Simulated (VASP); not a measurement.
# Al (Fm-3m) in VASP: further runs

The runs below take Al through single point, relaxation of cell and atoms, with PBEsol.

Everything below comes from runs of VASP 6.6.1. Logs are shortened: lines on timing, memory, paths and dates and some standing lists are left out, and cuts for length are marked.

**1. The cell of the first run**

It takes space group Fm-3m (No. 225, cubic). The conventional cell has a = 4.022 Å, b = 4.022 Å, c = 4.022 Å, α = 90.00°, β = 90.00°, γ = 90.00°. Al (site symmetry m-3m) has 12 Al at 2.84 Å within 3.7 Å.

**2. Single point, PBEsol**

INCAR reads:

```
ALGO     = Normal         # electronic algorithm
EDIFF    = 1E-6           # SCF threshold, eV
ENCUT    = 500            # plane-wave cutoff, eV
GGA      = PS             # functional
GGA_COMPAT= F            
ISIF     = 2              # what is computed and relaxed
ISMEAR   = 0              # smearing method
LASPH    = T              # aspherical terms in the spheres
LCHARG   = T              # write CHGCAR
LELF     = T              # ELF
LREAL    = F              # projectors in reciprocal space
LVHAR    = T            
LWAVE    = F              # write WAVECAR
NBANDS   = 8              # bands
NELM     = 120            # most SCF steps
PREC     = Accurate       # precision mode
SIGMA    = 0.1            # smearing width, eV
```

KPOINTS reads:

```
k-points
0
Gamma
  9 9 9
```

POSCAR reads:

```
Al
1.0
    0.0000000000      2.0109893355      2.0109893355
    2.0109893355      0.0000000000      2.0109893355
    2.0109893355      2.0109893355      0.0000000000
Al
1
Direct
    0.0000000000      0.0000000000      0.0000000000
```

Potentials or basis: VASP PAW PBE potentials, release 64 (Al).

Launch:

```console
> cat potpaw_PBE.64/Al/POTCAR > POTCAR
> mpirun -np 1 vasp_std > vasp.out
```

OUTCAR:

```text
EDIFF = 1E-6
   ENCUT = 500
   GGA = PS
   ISIF = 2
   ISMEAR = 0
   LASPH = T
   LREAL = F
   NELM = 120
   PREC = Accurate

 ion  position               nearest neighbor table
   1  0.000  0.000  0.000-

  LATTYP: Found a face centered cubic cell.
 ALAT       =     4.0219786710

  Lattice vectors:

 A1 = (   0.0000000000,   2.0109893355,   2.0109893355)
 A2 = (   2.0109893355,   0.0000000000,   2.0109893355)
 A3 = (   2.0109893355,   2.0109893355,   0.0000000000)

Analysis of symmetry for initial positions (statically):
=====================================================================
 Subroutine PRICEL returns:
 Original cell was already a primitive cell.

 Routine SETGRP: Setting up the symmetry group for a
 face centered cubic supercell.

 Subroutine GETGRP returns: Found 48 space group operations
[... 9 lines left out ...]

 Routine SETGRP: Setting up the symmetry group for a
 face centered cubic supercell.

 Subroutine GETGRP returns: Found 48 space group operations
[... 11 lines left out ...]
                                     Primitive cell

  volume of cell :      16.2652

  direct lattice vectors                    reciprocal lattice vectors
     0.000000000  2.010989336  2.010989336    -0.248633840  0.248633840  0.248633840
     2.010989336  0.000000000  2.010989336     0.248633840 -0.248633840  0.248633840
     2.010989336  2.010989336  0.000000000     0.248633840  0.248633840 -0.248633840

  length of vectors
     2.843968392  2.843968392  2.843968392     0.430646443  0.430646443  0.430646443

  position of ions in fractional coordinates (direct lattice)
     0.000000000  0.000000000  0.000000000

  ion indices of the primitive-cell ions
   primitive index   ion index
                 1           1

----------------------------------------------------------------------------------------

 KPOINTS: k-points

Automatic generation of k-mesh.
 Grid dimensions read from file:
 generate k-points for:    9    9    9

 Generating k-lattice:

  Cartesian coordinates                     Fractional coordinates (reciprocal lattice)
    -0.027625982  0.027625982  0.027625982     0.111111111  0.000000000  0.000000000
     0.027625982 -0.027625982  0.027625982     0.000000000  0.111111111  0.000000000
     0.027625982  0.027625982 -0.027625982     0.000000000  0.000000000  0.111111111

  Length of vectors
     0.047849605  0.047849605  0.047849605

  Shift w.r.t. Gamma in fractional coordinates (k-lattice)
     0.000000000  0.000000000  0.000000000

 Subroutine IBZKPT returns following result:
 ===========================================

 Found     35 irreducible k-points:

 Following reciprocal coordinates:
            Coordinates               Weight
  0.000000  0.000000  0.000000      1.000000
  0.111111  0.000000  0.000000      8.000000
  0.222222  0.000000  0.000000      8.000000
  0.333333  0.000000  0.000000      8.000000
  0.444444  0.000000  0.000000      8.000000
  0.111111  0.111111  0.000000      6.000000
[... 16 lines left out ...]
 -0.333333  0.333333  0.000000     12.000000
  0.444444  0.444444  0.000000      6.000000
 [... further k-points ...]
   k-points           NKPTS =     35   k-points in BZ     NKDIM =     35   number of bands    NBANDS=      8
   number of dos      NEDOS =    301   number of ions     NIONS =      1
   total plane-waves  NPLWV =  13824
   dimension x,y,z NGX =    24 NGY =   24 NGZ =   24
   dimension x,y,z NGXF=    48 NGYF=   48 NGZF=   48
   ions per type =               1
   NGX,Y,Z   is equivalent  to a cutoff of  14.03, 14.03, 14.03 a.u.
   NGXF,Y,Z  is equivalent  to a cutoff of  28.06, 28.06, 28.06 a.u.
 SYSTEM =  unknown system
   PREC   = accura    normal or accurate (medium, high low for compatibility)
   ISTART =      0    job   : 0-new  1-cont  2-samecut
   ICHARG =      2    charge: 1-file 2-atom 10-const
   ISPIN  =      1    spin polarized calculation?
   LNONCOLLINEAR =      F non collinear calculations
   LSORBIT =      F    spin-orbit coupling
   LASPH  =      T    aspherical Exc in radial PAW
   ENCUT  =  500.0 eV  36.75 Ry    6.06 a.u.   5.19  5.19  5.19*2*pi/ulx,y,z
   NELM   =    120;   NELMIN=  2; NELMDL= -5     # of ELM steps
   EDIFF  = 0.1E-05   stopping-criterion for ELM
   LREAL  =      F    real-space projection
   EDIFFG = 0.1E-04   stopping-criterion for IOM
   NSW    =      0    number of steps for IOM
   IBRION =     -1    ionic relax: 0-MD 1-quasi-New 2-CG
   NFREE  =      0    steps in history (QN), initial steepest desc. (CG)
   ISIF   =      2    stress and relaxation
   ISYM   =      2    0-nonsym 1-usesym 2-fastsym
   POTIM  = 0.5000    time-step for ionic-motion
   TEBEG  =    0.0;   TEEND  =   0.0 temperature during run
   PSTRESS=    0.0 pullay stress
   NELECT =       3.0000    total number of electrons
   NUPDOWN=      -1.0000    fix difference up-down
   EMIN   =  10.00;   EMAX   =-10.00  energy-range for DOS
   EFERMI =   0.00;   METHOD = LEGACY
   ISMEAR =     0;   SIGMA  =   0.10  broadening in eV -4-tet -1-fermi 0-gaus
   EFERMI_NEDOS =   21; number of points for ismear=-14 and -15
   IALGO  =     38    algorithm
   IMIX   =      4    mixing-type and parameters
     AMIX     =   0.40;   BMIX     =  1.00
     AMIX_MAG =   1.60;   BMIX_MAG =  1.00
  volume/ion in A,a.u.               =      16.27       109.76
  Fermi-wavevector in a.u.,A,eV,Ry     =   0.931885  1.761007 11.815421  0.868409
  Thomas-Fermi vector in A             =   2.058425
   LORBIT       =      0    0 simple, 1 ext, 2 COOP (PROOUT), +10 PAW based schemes
   GGA     = PS    functional components
   LHFCALC =     F    Hartree Fock is set to
   AEXX    =    0.0000 exact exchange contribution
   IVDW    =     0    specifies the selected vdW correction
   LEPSILON=     F    determine dielectric tensor
   LRPA    =     F    only Hartree local field effects (RPA)
 non-spin polarized calculation
 Gauss-broadening in eV      SIGMA  =   0.10
  energy-cutoff  :      500.00
  volume of cell :       16.27
 maximum number of plane-waves:       424
 NGX is ok and might be reduce to    24
   NGX = 11   NGY = 11   NGZ = 11

 number of electron       3.0000000 magnetization

 Free energy of the ion-electron system (eV)
  ---------------------------------------------------
  ext. energy  EPLUGINS =         0.00000000
  ---------------------------------------------------
  free energy    TOTEN  =        -4.06275307 eV

  energy without entropy =       -4.05902910  energy(sigma->0) =       -4.06089108

 E-fermi :   8.0682     XC(G=0): -10.3086

 val. band max:        7.9615298112   @ k =   0.4444   0.4444   0.0000
 cond. band min:       8.1011225896   @ k =  -0.4444   0.3333   0.1111
 fundamental gap:      0.1395927784
 Fermi energy:         8.0682357926

 k-point     1 :       0.0000    0.0000    0.0000
  band No.  band energies     occupation
      1      -3.1286      2.00000
      2      20.7755      0.00000
      3      20.7755      0.00000
      4      20.7755      0.00000
      5      22.3760      0.00000
      6      22.3760      0.00000
      7      22.3760      0.00000
      8      24.6904      0.00000

 k-point     2 :       0.1111    0.0000    0.0000
  band No.  band energies     occupation
      1      -2.7902      2.00000
      2      17.0393      0.00000
      3      19.9757      0.00000
      4      19.9757      0.00000
      5      22.9881      0.00000
      6      23.6767      0.00000
      7      23.6767      0.00000
      8      26.1154      0.00000

 k-point     3 :       0.2222    0.0000    0.0000
  band No.  band energies     occupation
      1      -1.7798      2.00000
      2      12.6122      0.00000
      3      19.2077      0.00000
      4      19.2077      0.00000
      5      22.6461      0.00000
      6      23.4759      0.00000
      7      23.4759      0.00000
      8      26.4365      0.00000

 k-point     4 :       0.3333    0.0000    0.0000
  band No.  band energies     occupation
      1      -0.1119      2.00000
      2       8.5984      0.00000
      3      18.9554      0.00000
      4      18.9554      0.00000
      5      21.5623      0.00000
      6      21.5623      0.00000
      7      22.5546      0.00000
      8      25.5840      0.00000

 k-point     5 :       0.4444    0.0000    0.0000
  band No.  band energies     occupation
      1       2.1891      2.00000
      2       5.1138      2.00000
      3      19.2598      0.00000
      4      19.2598      0.00000
      5      20.1321      0.00000
      6      20.1321      0.00000
      7      22.9824      0.00000
      8      24.0343      0.00000

 k-point     6 :       0.1111    0.1111    0.0000
  band No.  band energies     occupation
      1      -2.6775      2.00000
      2      18.4127      0.00000
      3      18.4127      0.00000
      4      18.6431      0.00000
      5      21.4228      0.00000
      6      23.5504      0.00000
      7      25.3877      0.00000
      8      25.3877      0.00000

 k-point     7 :       0.2222    0.1111    0.0000
  band No.  band energies     occupation
      1      -1.8917      2.00000
      2      14.2661      0.00000
      3      17.3845      0.00000
      4      18.8415      0.00000
      5      20.7977      0.00000
      6      22.3296      0.00000
      7      25.7808      0.00000
      8      26.4333      0.00000

 k-point     8 :       0.3333    0.1111    0.0000
  band No.  band energies     occupation
      1      -0.4440      2.00000
      2      10.1425      0.00000
      3      16.9213      0.00000
      4      18.4002      0.00000
      5      18.7293      0.00000
      6      24.6797      0.00000
      7      24.8137      0.00000
      8      25.8441      0.00000

 k-point     9 :       0.4444    0.1111    0.0000
  band No.  band energies     occupation
      1       1.6447      2.00000
      2       6.4911      2.00000
      3      16.8433      0.00000
      4      17.0288      0.00000
      5      18.7690      0.00000
      6      23.1234      0.00000
      7      25.6220      0.00000
      8      26.4073      0.00000

 k-point    10 :      -0.4444    0.1111    0.0000
  band No.  band energies     occupation
      1       3.3682      2.00000
      2       4.3738      2.00000
      3      15.7487      0.00000
      4      17.7105      0.00000
      5      19.5118      0.00000
      6      22.0780      0.00000
      7      25.0390      0.00000
      8      26.6779      0.00000
[... 78 lines left out ...]
 k-point    18 :      -0.3333    0.2222    0.0000
  band No.  band energies     occupation
      1       2.5140      2.00000
      2       7.2728      2.00000
      3      11.3705      0.00000
      4      16.9375      0.00000
      5      18.8552      0.00000
      6      24.7857      0.00000
      7      27.2085      0.00000
      8      28.2500      0.00000

 k-point    19 :      -0.2222    0.2222    0.0000
  band No.  band energies     occupation
      1       0.4394      2.00000
      2      10.3227      0.00000
      3      11.8684      0.00000
      4      18.5771      0.00000
      5      20.5980      0.00000
      6      24.2611      0.00000
      7      25.1824      0.00000
      8      26.2407      0.00000

 k-point    20 :       0.3333    0.3333    0.0000
  band No.  band energies     occupation
      1       0.8768      2.00000
      2      12.5068      0.00000
      3      14.3573      0.00000
      4      14.6134      0.00000
      5      14.6134      0.00000
      6      18.1986      0.00000
      7      31.1822      0.00000
      8      32.6294      0.00000

 k-point    21 :       0.4444    0.3333    0.0000
  band No.  band energies     occupation
      1       2.5049      2.00000
      2      10.2883      0.00000
      3      11.0314      0.00000
      4      14.3289      0.00000
      5      15.6509      0.00000
      6      19.5503      0.00000
      7      30.4572      0.00000
      8      32.7946      0.00000

 k-point    22 :      -0.4444    0.3333    0.0000
  band No.  band energies     occupation
      1       4.7176      2.00000
      2       7.5879      2.00000
      3       8.8829      0.00000
      4      14.6202      0.00000
      5      16.2273      0.00000
      6      22.9961      0.00000
      7      29.2812      0.00000
      8      31.5866      0.00000

 k-point    23 :      -0.3333    0.3333    0.0000
  band No.  band energies     occupation
      1       4.7627      2.00000
      2       7.0057      2.00000
      3       8.5111      0.00000
      4      15.4889      0.00000
      5      17.2626      0.00000
      6      26.9397      0.00000
      7      28.4891      0.00000
      8      28.5188      0.00000

 k-point    24 :       0.4444    0.4444    0.0000
  band No.  band energies     occupation
      1       3.8688      2.00000
      2       7.9615      1.86871
      3      13.4685      0.00000
      4      13.8500      0.00000
      5      13.8500      0.00000
      6      17.3929      0.00000
      7      33.2303      0.00000
      8      34.8159      0.00000

 [... further k-points ...]
[... 5 lines left out ...]
  --------------------------------------------------------------------------------------
  -------------------------------------------------------------------------------------
  Total        0.0039003      0.0039003      0.0039003     -0.0000000      0.0000000     -0.0000000
  in kB        0.3841966      0.3841966      0.3841966     -0.0000000      0.0000000     -0.0000000
  external PRESSURE =       0.3841966 kB  Pullay stress =       0.0000000 kB

 VOLUME and BASIS-vectors are now :
 -----------------------------------------------------------------------------
  energy-cutoff  :      500.00
  volume of cell :       16.27
      direct lattice vectors                 reciprocal lattice vectors
     0.000000000  2.010989336  2.010989336    -0.248633840  0.248633840  0.248633840
     2.010989336  0.000000000  2.010989336     0.248633840 -0.248633840  0.248633840
     2.010989336  2.010989336  0.000000000     0.248633840  0.248633840 -0.248633840

 POSITION                                       TOTAL-FORCE (eV/Angst)
 -----------------------------------------------------------------------------------
      0.00000      0.00000      0.00000         0.000000      0.000000      0.000000
 -----------------------------------------------------------------------------------
    total drift:                                0.000000     -0.000000     -0.000000

  FREE ENERGIE OF THE ION-ELECTRON SYSTEM (eV)
  ---------------------------------------------------
  free  energy   TOTEN  =        -4.0627530666 eV

  energy  without entropy=       -4.0590290995  energy(sigma->0) =       -4.06089108
```

It took 1.9 s on 1 thread of Intel Xeon 6975P-C (Granite Rapids), shared host; peak memory 0.13 GiB.

What came out:

| Quantity | Value |
| --- | --- |
| Free energy | -4.0628 eV |
| Pressure | 0.0 GPa |

Levels at points of the mesh, in eV from the Fermi level:
```
           k point  band 1  band 2  band 3  band 4  band 5
(0.00, 0.00, 0.00)  -11.20   12.71   12.71   12.71   14.31
```

Caveat: the PAW data sets were made with another functional, which shifts forces and pressure a little.

**3. Relaxation of cell and atoms, PBEsol**

This run uses another cell than the first one, of 16.60 Å³/atom, 1.021 times its volume.

INCAR reads:

```
SYSTEM = Al
PREC     = Accurate       ! precision mode
ENCUT    = 500            ! plane-wave cutoff, eV
EDIFF    = 1E-7           ! SCF threshold, eV
ISMEAR   = 0              ! smearing method
SIGMA    = 0.1            ! smearing width, eV
LREAL    = .FALSE.        ! projectors in reciprocal space
LASPH    = .TRUE.         ! aspherical terms in the spheres
NELM     = 120            ! most SCF steps
ALGO     = Normal         ! electronic algorithm
ISIF     = 3              ! what is computed and relaxed
LWAVE    = .FALSE.        ! write WAVECAR
LCHARG   = .FALSE.        ! write CHGCAR
GGA      = PS             ! functional
IBRION   = 2              ! ionic algorithm
NSW      = 50             ! ionic steps
EDIFFG   = -0.03          ! ionic threshold
GGA_COMPAT= .FALSE.      
NELMIN   = 4
```

KPOINTS reads:

```
regular mesh
0
G
  9 9 9
  0 0 0
```

POSCAR reads:

```
Al
1.0
    0.0000000000      2.0248050000      2.0248050000
    2.0248050000      0.0000000000      2.0248050000
    2.0248050000      2.0248050000      0.0000000000
Al
1
Direct
    0.0000000000      0.0000000000      0.0000000000
```

Potentials or basis: VASP PAW PBE potentials, release 64 (Al).

Launch:

```console
> cat potpaw_PBE.64/Al/POTCAR > POTCAR
> mpirun -np 1 vasp_std > vasp.out
```

Wall time 2.5 s (1 thread of Intel Xeon 6975P-C (Granite Rapids), shared host); peak memory 0.13 GiB.

It converged, with:

* Free energy: -4.0628 eV
* Relaxed volume: 16.27 Å³/atom
* Relaxed cell: a = 2.844 Å, b = 2.844 Å, c = 2.844 Å, α = 60.00°, β = 60.00°, γ = 60.00°
* Space group after relaxing (to 0.05 Å): Fm-3m (No. 225)
* Energy gained by relaxing: 1.7 meV/atom
* Ionic steps: 3
* Pressure after relaxing: 0.0 GPa

Step by step:
| step | energy change (eV) | largest force (eV/Å) | pressure (GPa) | volume (Å³) |
| --- | --- | --- | --- | --- |
| 1 | 0.0000 | 0.0000 | -1.61 | 16.60 |
| 2 | -0.0016 | 0.0000 | 0.34 | 16.21 |
| 3 | -0.0017 | 0.0000 | 0.00 | 16.27 |

Final structure:
```xyz
1
Lattice="0.0000 2.0113 2.0113 2.0113 0.0000 2.0113 2.0113 2.0113 0.0000" Properties=species:S:1:pos:R:3 pbc="T T T"
Al    0.0000    0.0000    0.0000
```

Levels at points of the mesh, in eV from the Fermi level:
```
           k point  band 1  band 2  band 3  band 4
(0.00, 0.00, 0.00)  -11.19   12.70   12.70   12.70
```

Caveat: the PAW data sets were made with another functional, which shifts forces and pressure a little.
